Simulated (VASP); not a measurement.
# Te (Im-3m) in VASP: notebook

Te is run at these levels: PBE; tasks: single point.

All numbers are computed with VASP 6.6.1; they aren't measurements. Logs are shortened: lines on timing, memory, paths and dates and some standing lists are left out, and cuts for length are marked.

### Step 1. The cell of the first run

The structure is cubic, space group Im-3m (No. 229). Conventional cell: a = 3.692 Å, b = 3.692 Å, c = 3.692 Å, α = 90.00°, β = 90.00°, γ = 90.00°. Te (site symmetry m-3m) has 14 Te at 3.20 to 3.69 Å within 4.2 Å.

This isn't the form of Te at room conditions, which is trigonal, of chains.

### Step 2. Single point, PBE (25.17 Å³/atom)

INCAR reads:

```
  ALGO = Normal
  EDIFF = 1E-6
  ENCUT = 520
  GGA = PE
  ISIF = 2
  ISMEAR = -1
  LASPH = True
  LCHARG = True
  LELF = True
  LREAL = False
  LVHAR = True
  LWAVE = False
  NBANDS = 9
  NELM = 100
  PREC = Accurate
  SIGMA = 0.05
```

KPOINTS reads:

```
k-points
0
Gamma
  14 14 14
```

POSCAR reads:

```
Te
1.0
   -1.8461968465      1.8461968465      1.8461968465
    1.8461968465     -1.8461968465      1.8461968465
    1.8461968465      1.8461968465     -1.8461968465
Te
1
Direct
    0.0000000000      0.0000000000      0.0000000000
```

Potentials or basis: VASP PAW PBE potentials, release 64 (Te).

The run is started by

```sh
$ cat potpaw_PBE.64/Te/POTCAR > POTCAR
$ mpirun -np 1 vasp_std > vasp.out
```

OUTCAR:

```text
EDIFF = 1E-6
   ENCUT = 520
   GGA = PE
   ISIF = 2
   ISMEAR = -1
   LASPH = True
   LREAL = False
   NELM = 100
   PREC = Accurate

 ion  position               nearest neighbor table
   1  0.000  0.000  0.000-

  LATTYP: Found a body centered cubic cell.
 ALAT       =     3.6923936930

  Lattice vectors:

 A1 = (  -1.8461968465,   1.8461968465,   1.8461968465)
 A2 = (   1.8461968465,  -1.8461968465,   1.8461968465)
 A3 = (   1.8461968465,   1.8461968465,  -1.8461968465)

Analysis of symmetry for initial positions (statically):
=====================================================================
 Subroutine PRICEL returns:
 Original cell was already a primitive cell.

 Routine SETGRP: Setting up the symmetry group for a
 body centered cubic supercell.

 Subroutine GETGRP returns: Found 48 space group operations
 (whereof 48 operations were pure point group operations)
 out of a pool of 48 trial point group operations.

The static configuration has the point symmetry O_h .

Analysis of symmetry for dynamics (positions and initial velocities):
=====================================================================
 Subroutine PRICEL returns:
 Original cell was already a primitive cell.

 Routine SETGRP: Setting up the symmetry group for a
 body centered cubic supercell.

 Subroutine GETGRP returns: Found 48 space group operations
 (whereof 48 operations were pure point group operations)
 out of a pool of 48 trial point group operations.

The dynamic configuration has the point symmetry O_h .

 Subroutine INISYM returns: Found 48 space group operations
 (whereof 48 operations are pure point group operations),
 and found     1 'primitive' translations

----------------------------------------------------------------------------------------

                                     Primitive cell

  volume of cell :      25.1706

  direct lattice vectors                    reciprocal lattice vectors
    -1.846196847  1.846196847  1.846196847     0.000000000  0.270827025  0.270827025
     1.846196847 -1.846196847  1.846196847     0.270827025  0.000000000  0.270827025
     1.846196847  1.846196847 -1.846196847     0.270827025  0.270827025  0.000000000

  length of vectors
     3.197706739  3.197706739  3.197706739     0.383007252  0.383007252  0.383007252

  position of ions in fractional coordinates (direct lattice)
     0.000000000  0.000000000  0.000000000

  ion indices of the primitive-cell ions
   primitive index   ion index
                 1           1

----------------------------------------------------------------------------------------

 KPOINTS: k-points

Automatic generation of k-mesh.
 Grid dimensions read from file:
 generate k-points for:   14   14   14

 Generating k-lattice:

  Cartesian coordinates                     Fractional coordinates (reciprocal lattice)
     0.000000000  0.019344788  0.019344788     0.071428571  0.000000000  0.000000000
     0.019344788  0.000000000  0.019344788     0.000000000  0.071428571  0.000000000
     0.019344788  0.019344788  0.000000000     0.000000000  0.000000000  0.071428571

  Length of vectors
     0.027357661  0.027357661  0.027357661

  Shift w.r.t. Gamma in fractional coordinates (k-lattice)
     0.000000000  0.000000000  0.000000000

 Subroutine IBZKPT returns following result:
 ===========================================

 Found    104 irreducible k-points:

 Following reciprocal coordinates:
            Coordinates               Weight
  0.000000  0.000000  0.000000      1.000000
  0.071429  0.000000  0.000000     12.000000
  0.142857  0.000000  0.000000     12.000000
  0.214286  0.000000  0.000000     12.000000
  0.285714  0.000000  0.000000     12.000000
  0.357143  0.000000  0.000000     12.000000
[... 16 lines left out ...]
  0.285714  0.285714  0.000000     24.000000
  0.357143  0.285714 -0.000000     24.000000
 [... further k-points ...]
   k-points           NKPTS =    104   k-points in BZ     NKDIM =    104   number of bands    NBANDS=      9
   number of dos      NEDOS =    301   number of ions     NIONS =      1
   total plane-waves  NPLWV =  13824
   dimension x,y,z NGX =    24 NGY =   24 NGZ =   24
   dimension x,y,z NGXF=    48 NGYF=   48 NGZF=   48
   ions per type =               1
   NGX,Y,Z   is equivalent  to a cutoff of  12.48, 12.48, 12.48 a.u.
   NGXF,Y,Z  is equivalent  to a cutoff of  24.95, 24.95, 24.95 a.u.
 SYSTEM =  unknown system
   PREC   = accura    normal or accurate (medium, high low for compatibility)
   ISTART =      0    job   : 0-new  1-cont  2-samecut
   ICHARG =      2    charge: 1-file 2-atom 10-const
   ISPIN  =      1    spin polarized calculation?
   LNONCOLLINEAR =      F non collinear calculations
   LSORBIT =      F    spin-orbit coupling
   LASPH  =      T    aspherical Exc in radial PAW
   ENCUT  =  520.0 eV  38.22 Ry    6.18 a.u.   5.95  5.95  5.95*2*pi/ulx,y,z
   NELM   =    100;   NELMIN=  2; NELMDL= -5     # of ELM steps
   EDIFF  = 0.1E-05   stopping-criterion for ELM
   LREAL  =      F    real-space projection
   EDIFFG = 0.1E-04   stopping-criterion for IOM
   NSW    =      0    number of steps for IOM
   IBRION =     -1    ionic relax: 0-MD 1-quasi-New 2-CG
   NFREE  =      0    steps in history (QN), initial steepest desc. (CG)
   ISIF   =      2    stress and relaxation
   ISYM   =      2    0-nonsym 1-usesym 2-fastsym
   POTIM  = 0.5000    time-step for ionic-motion
   TEBEG  =    0.0;   TEEND  =   0.0 temperature during run
   PSTRESS=    0.0 pullay stress
   NELECT =       6.0000    total number of electrons
   NUPDOWN=      -1.0000    fix difference up-down
   EMIN   =  10.00;   EMAX   =-10.00  energy-range for DOS
   EFERMI =   0.00;   METHOD = LEGACY
   ISMEAR =    -1;   SIGMA  =   0.05  broadening in eV -4-tet -1-fermi 0-gaus
   EFERMI_NEDOS =   21; number of points for ismear=-14 and -15
   IALGO  =     38    algorithm
   IMIX   =      4    mixing-type and parameters
     AMIX     =   0.40;   BMIX     =  1.00
     AMIX_MAG =   1.60;   BMIX_MAG =  1.00
  volume/ion in A,a.u.               =      25.17       169.86
  Fermi-wavevector in a.u.,A,eV,Ry     =   1.015065  1.918195 14.018861  1.030357
  Thomas-Fermi vector in A             =   2.148329
   LORBIT       =      0    0 simple, 1 ext, 2 COOP (PROOUT), +10 PAW based schemes
   GGA     = PE    functional components
   LHFCALC =     F    Hartree Fock is set to
   AEXX    =    0.0000 exact exchange contribution
   IVDW    =     0    specifies the selected vdW correction
   LEPSILON=     F    determine dielectric tensor
   LRPA    =     F    only Hartree local field effects (RPA)
 non-spin polarized calculation
  energy-cutoff  :      520.00
  volume of cell :       25.17
 maximum number of plane-waves:       694
   NGX = 11   NGY = 11   NGZ = 11

 number of electron       6.0000001 magnetization

 Free energy of the ion-electron system (eV)
  ---------------------------------------------------
  ext. energy  EPLUGINS =         0.00000000
  ---------------------------------------------------
  free energy    TOTEN  =        -2.74994633 eV

  energy without entropy =       -2.74407849  energy(sigma->0) =       -2.74701241

 E-fermi :   9.6484     XC(G=0): -10.6354

 val. band max:        9.6452632129   @ k =   0.1429   0.0714   0.0000
 cond. band min:       9.6692159780   @ k =  -0.2143   0.2143   0.2143
 fundamental gap:      0.0239527651
 Fermi energy:         9.6484244694

 k-point     1 :       0.0000    0.0000    0.0000
  band No.  band energies     occupation
      1      -5.2647      2.00000
      2      13.3404      0.00000
      3      13.3404      0.00000
      4      13.3404      0.00000
      5      19.8117      0.00000
      6      19.8117      0.00000
      7      19.8117      0.00000
      8      21.0800      0.00000
      9      21.4854      0.00000

 k-point     2 :       0.0714    0.0000    0.0000
  band No.  band energies     occupation
      1      -5.1579      2.00000
      2      12.5641      0.00000
      3      13.0351      0.00000
      4      13.2729      0.00000
      5      19.1836      0.00000
      6      19.2107      0.00000
      7      20.2752      0.00000
      8      20.9491      0.00000
      9      20.9651      0.00000

 k-point     3 :       0.1429    0.0000    0.0000
  band No.  band energies     occupation
      1      -4.8394      2.00000
      2      10.8069      0.00000
      3      12.3265      0.00000
      4      13.0798      0.00000
      5      18.0394      0.00000
      6      18.2678      0.00000
      7      20.5713      0.00000
      8      21.1159      0.00000
      9      21.4581      0.00000

 k-point     4 :       0.2143    0.0000    0.0000
  band No.  band energies     occupation
      1      -4.3168      2.00000
      2       8.7534      2.00000
      3      11.5224      0.00000
      4      12.7966      0.00000
      5      17.0340      0.00000
      6      17.4708      0.00000
      7      20.5914      0.00000
      8      21.5189      0.00000
      9      23.0505      0.00000
[... 205 lines left out ...]
 k-point    22 :       0.3571    0.2143   -0.0000
  band No.  band energies     occupation
      1      -1.1590      2.00000
      2       3.6947      2.00000
      3       6.6463      2.00000
      4      10.8122      0.00000
      5      16.9983      0.00000
      6      19.5857      0.00000
      7      21.6905      0.00000
      8      22.3983      0.00000
      9      26.8652      0.00000

 k-point    23 :       0.2857    0.2857    0.0000
  band No.  band energies     occupation
      1      -1.1257      2.00000
      2       4.2249      2.00000
      3       5.8145      2.00000
      4      10.7372      0.00000
      5      17.4596      0.00000
      6      19.3649      0.00000
      7      21.6481      0.00000
      8      23.7802      0.00000
      9      25.0144      0.00000

 k-point    24 :       0.3571    0.2857   -0.0000
  band No.  band energies     occupation
      1      -0.8465      2.00000
      2       4.1631      2.00000
      3       5.2899      2.00000
      4      10.6595      0.00000
      5      17.5760      0.00000
      6      19.9071      0.00000
      7      20.7770      0.00000
      8      24.1747      0.00000
      9      26.3871      0.00000

 [... further k-points ...]
[... 5 lines left out ...]
  --------------------------------------------------------------------------------------
  -------------------------------------------------------------------------------------
  Total        1.4729386      1.4729386      1.4729386     -0.0000000     -0.0000000      0.0000000
  in kB       93.7564633     93.7564633     93.7564633     -0.0000000     -0.0000000      0.0000000
  external PRESSURE =      93.7564633 kB  Pullay stress =       0.0000000 kB

 VOLUME and BASIS-vectors are now :
 -----------------------------------------------------------------------------
  energy-cutoff  :      520.00
  volume of cell :       25.17
      direct lattice vectors                 reciprocal lattice vectors
    -1.846196847  1.846196847  1.846196847     0.000000000  0.270827025  0.270827025
     1.846196847 -1.846196847  1.846196847     0.270827025  0.000000000  0.270827025
     1.846196847  1.846196847 -1.846196847     0.270827025  0.270827025  0.000000000

 POSITION                                       TOTAL-FORCE (eV/Angst)
 -----------------------------------------------------------------------------------
      0.00000      0.00000      0.00000        -0.000000     -0.000000     -0.000000
 -----------------------------------------------------------------------------------
    total drift:                                0.000000     -0.000000      0.000000

  FREE ENERGIE OF THE ION-ELECTRON SYSTEM (eV)
  ---------------------------------------------------
  free  energy   TOTEN  =        -2.7499463324 eV

  energy  without entropy=       -2.7440784854  energy(sigma->0) =       -2.74701241
```

It took 15 s on 1 thread of Intel Xeon 8259CL, shared host; peak memory 0.15 GiB.

What came out:

| Property | Result |
| --- | --- |
| Free energy | -2.7499 eV |
| Pressure | 9.4 GPa |
| Band gap on the k mesh | zero (bands 3 and 4 overlap by 7.09 eV) |

Caveat: the cell stands under pressure; spin-orbit coupling is left out, which moves the levels of the heavy elements.

(Continued in part 2 of 2.)
